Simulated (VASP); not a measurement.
# Hf in VASP: further runs, part 2 of 2

VASP 6.6.1. Earlier steps stand in the parts before.

### Step 4. Single point, PBEsol (zz strain of +3 %)

File INCAR:

```
SYSTEM = Hf
PREC = Accurate
ENCUT = 520
EDIFF = 1E-7
ISMEAR = -1
SIGMA = 0.05
LREAL = .FALSE.
LASPH = .TRUE.
NELM = 100
ALGO = Normal
ISIF = 2
LWAVE = .FALSE.
LCHARG = .TRUE.
GGA = PS
LELF = .TRUE.
LVHAR = .TRUE.
NBANDS = 11
```

File KPOINTS:

```
Automatic mesh
0
G
  14 14 14
  0 0 0
```

File POSCAR:

```
Hf
1.0
   -1.8050000000      1.8050000000      1.8591500000
    1.8050000000     -1.8050000000      1.8591500000
    1.8050000000      1.8050000000     -1.8591500000
Hf
1
Direct
    0.0000000000      0.0000000000      0.0000000000
```

Run with:

```sh
cat potpaw_PBE.64/Hf_pv/POTCAR > POTCAR
mpirun -np 1 vasp_std > vasp.out
```

It took 14 s on 1 thread of Intel Xeon 6975P-C (Granite Rapids), shared host; peak memory 0.18 GiB.

Results (log left out):

```
Free energy            : -10.2263 eV
Pressure               : -11.4 GPa
Band gap on the k mesh : zero (band 5 reaches 5.25 eV, above the bottom of band 6 at 3.22 eV)
```

Stress tensor (GPa, compression positive):
```
-11.91   0.00   0.00
  0.00 -11.91   0.00
  0.00   0.00 -10.48
```

Levels at points of the mesh, in eV from the Fermi level:
```csv
k point,band 3,band 4,band 5,band 6,band 7,band 8
"(0.00, 0.00, 0.00)",-30.10,-6.78,1.34,1.34,1.63,3.80
"(0.50, 0.00, 0.00)",-30.10,-3.17,-0.28,0.77,3.62,4.69
"(0.50, 0.50, 0.00)",-30.11,-3.12,-0.59,0.93,4.04,4.84
"(0.50, 0.50, 0.50)",-30.53,-2.29,-2.21,6.12,6.18,6.22
```

Caveat: the cell differs from its parent crystal (zz strain of +3 %); the PAW data sets were made with another functional, which shifts forces and pressure a little; spin-orbit coupling is left out, which moves the levels of the heavy elements.

### Step 5. Single point, PBEsol (equal xx and yy strain of +2 %)

File INCAR:

```
SYSTEM = Hf
PREC     = Accurate       ! precision mode
ENCUT    = 520            ! plane-wave cutoff, eV
EDIFF    = 1E-6           ! SCF threshold, eV
ISMEAR   = -1             ! smearing method
SIGMA    = 0.05           ! smearing width, eV
LREAL    = .False.        ! projectors in reciprocal space
LASPH    = .True.         ! aspherical terms in the spheres
NELM     = 80             ! most SCF steps
ALGO     = Normal         ! electronic algorithm
ISIF     = 2              ! what is computed and relaxed
LWAVE    = .False.        ! write WAVECAR
LCHARG   = .True.         ! write CHGCAR
GGA      = PS             ! functional
LELF     = .True.         ! ELF
LVHAR    = .True.       
NBANDS   = 11             ! bands
```

File KPOINTS:

```
Automatic mesh
0
Gamma
  14 14 14
  0 0 0
```

File POSCAR:

```
Hf
1.0
   -1.8411000000      1.8411000000      1.8050000000
    1.8411000000     -1.8411000000      1.8050000000
    1.8411000000      1.8411000000     -1.8050000000
Hf
1
Direct
    0.0000000000      0.0000000000      0.0000000000
```

Run with:

```sh
cat potpaw_PBE.64/Hf_pv/POTCAR > POTCAR
mpirun -np 1 vasp_std > vasp.out
```

Wall time 14 s (1 thread of Intel Xeon 6975P-C (Granite Rapids), shared host); peak memory 0.19 GiB.

Results (log left out):

- Free energy: -10.2071 eV
- Pressure: -12.1 GPa
- Band gap on the k mesh: zero (band 5 reaches 5.25 eV, above the bottom of band 6 at 3.17 eV)

Stress tensor (GPa, compression positive):
```
-11.71   0.00   0.00
  0.00 -11.71   0.00
  0.00   0.00 -12.87
```

Levels at points of the mesh, in eV from the Fermi level:
| k point | band 1 | band 2 | band 3 | band 4 | band 5 | band 6 | band 7 | band 8 | band 9 | band 10 |
| --- | --- | --- | --- | --- | --- | --- | --- | --- | --- | --- |
| (0.00, 0.00, 0.00) | -30.14 | -30.14 | -30.14 | -6.75 | 1.30 | 1.49 | 1.49 | 3.83 | 4.10 | 12.80 |
| (0.50, 0.00, 0.00) | -30.74 | -30.34 | -30.14 | -3.11 | -0.44 | 0.83 | 3.81 | 4.73 | 6.84 | 8.99 |
| (0.50, 0.50, 0.00) | -30.75 | -30.33 | -30.14 | -3.15 | -0.24 | 0.72 | 3.57 | 4.57 | 6.80 | 8.92 |
| (0.50, 0.50, 0.50) | -30.58 | -30.58 | -30.55 | -2.23 | -2.19 | 6.09 | 6.09 | 6.16 | 6.40 | 6.40 |

Caveat: the cell differs from its parent crystal (equal xx and yy strain of +2 %); the PAW data sets were made with another functional, which shifts forces and pressure a little; spin-orbit coupling is left out, which moves the levels of the heavy elements.

### Step 6. Single point, PBEsol (equal xy, yz and zx shear strains of -3 %)

File INCAR:

```
  ALGO = Normal
  EDIFF = 1E-6
  ENCUT = 520
  GGA = PS
  ISIF = 2
  ISMEAR = -1
  LASPH = True
  LCHARG = False
  LREAL = False
  LWAVE = False
  NBANDS = 11
  NELM = 60
  PREC = Accurate
  SIGMA = 0.05
```

File KPOINTS:

```
k-points
0
Gamma
  14 14 14
```

File POSCAR:

```
Hf
1.0
   -1.8591500000      1.8050000000      1.8050000000
    1.8050000000     -1.8591500000      1.8050000000
    1.8050000000      1.8050000000     -1.8591500000
Hf
1
Direct
    0.0000000000      0.0000000000      0.0000000000
```

Potentials or basis: VASP PAW PBE potentials, release 64 (Hf_pv).

Run with:

```sh
cat potpaw_PBE.64/Hf_pv/POTCAR > POTCAR
mpirun -np 1 vasp_std > vasp.out
```

OUTCAR:

```text
EDIFF = 1E-6
   ENCUT = 520
   GGA = PS
   ISIF = 2
   ISMEAR = -1
   LASPH = True
   LREAL = False
   NELM = 60
   PREC = Accurate

 ion  position               nearest neighbor table
   1  0.000  0.000  0.000-

  LATTYP: Found a trigonal (rhomboedric) cell.
 ALAT       =     3.1579247493
 COS(alpha) =    -0.3463033748

  Lattice vectors:

 A1 = (  -1.8591500000,   1.8050000000,   1.8050000000)
 A2 = (   1.8050000000,  -1.8591500000,   1.8050000000)
 A3 = (   1.8050000000,   1.8050000000,  -1.8591500000)
[... 513 lines left out ...]
     11      16.4710      0.00000

 [... further k-points ...]

------------------------ aborting loop because EDIFF is reached ----------------------------------------

  FORCE on cell =-STRESS in cart. coord.  units (eV):
  Direction    XX          YY          ZZ          XY          YZ          ZX
  --------------------------------------------------------------------------------------
  -------------------------------------------------------------------------------------
  Total       -1.3656761     -1.3656761     -1.3656761      0.1807381      0.1807381      0.1807381
  in kB      -93.0813893    -93.0813893    -93.0813893     12.3187013     12.3187013     12.3187013
  external PRESSURE =     -93.0813893 kB  Pullay stress =       0.0000000 kB

 VOLUME and BASIS-vectors are now :
 -----------------------------------------------------------------------------
  energy-cutoff  :      520.00
  volume of cell :       23.51
      direct lattice vectors                 reciprocal lattice vectors
    -1.859150000  1.805000000  1.805000000     0.008440657  0.281355249  0.281355249
     1.805000000 -1.859150000  1.805000000     0.281355249  0.008440657  0.281355249
     1.805000000  1.805000000 -1.859150000     0.281355249  0.281355249  0.008440657

 POSITION                                       TOTAL-FORCE (eV/Angst)
 -----------------------------------------------------------------------------------
      0.00000      0.00000      0.00000        -0.000000     -0.000000      0.000000
 -----------------------------------------------------------------------------------
    total drift:                               -0.000000      0.000000     -0.000000

  FREE ENERGIE OF THE ION-ELECTRON SYSTEM (eV)
  ---------------------------------------------------
  free  energy   TOTEN  =       -10.2622397854 eV

  energy  without entropy=      -10.2448305081  energy(sigma->0) =      -10.25353515
```

stdout:

```text
POSCAR found type information on POSCAR Hf
 POSCAR found :  1 types and       1 ions
 scaLAPACK will be used
 -----------------------------------------------------------------------------
|                                                                             |
|                                                                             |
|     You enforced a specific xc type in the INCAR file but a different       |
|     I HOPE YOU KNOW WHAT YOU ARE DOING!                                     |
|                                                                             |
 -----------------------------------------------------------------------------

 LDA part: xc-table for (Slater+PW92), standard interpolation
 POSCAR, INCAR and KPOINTS ok, starting setup
 FFT: planning ... GRIDC
 FFT: planning ... GRID_SOFT
 FFT: planning ... GRID
 WAVECAR not read
 entering main loop
```

Run time: 16 s. Hardware: 1 thread of Intel Xeon 6975P-C (Granite Rapids), shared host; peak memory 0.19 GiB.

Results:

```
Free energy            : -10.2622 eV
Pressure               : -9.3 GPa
Band gap on the k mesh : zero (band 5 reaches 5.41 eV, above the bottom of band 6 at 3.34 eV)
```

Stress tensor (GPa, compression positive):
```
-9.31  1.23  1.23
 1.23 -9.31  1.23
 1.23  1.23 -9.31
```

Caveat: the cell differs from its parent crystal (equal xy, yz and zx shear strains of -3 %); the PAW data sets were made with another functional, which shifts forces and pressure a little; spin-orbit coupling is left out, which moves the levels of the heavy elements.

### Step 7. The runs side by side

| cell | gap on the mesh (eV) | pressure (GPa) |
| --- | --- | --- |
| a = 3.106 Å, angles 109.7, 109.7, 108.9°, 1 atom | none | -7.8 |
| a = 3.147 Å, angles 109.2, 109.2, 110.0°, 1 atom | none | -10.8 |
| a = 3.158 Å, angles 110.3, 110.3, 107.9°, 1 atom | none | -11.4 |
| a = 3.168 Å, angles 108.9, 108.9, 110.5°, 1 atom | none | -12.1 |
| a = 3.158 Å, angles 110.3°, 1 atom | none | -9.3 |

Alike in all rows: task single point; level PBEsol; potentials or basis VASP PAW PBE potentials, release 64 (Hf_pv); no spin polarisation; k mesh 14 × 14 × 14; cutoff (eV) 520; smearing fermi-dirac 0.05 eV.

Caveats: the PAW data sets were made with another functional, which shifts forces and pressure a little; spin-orbit coupling is left out, which moves the levels of the heavy elements.

Absolute energies hang on the potentials; compare differences alone.
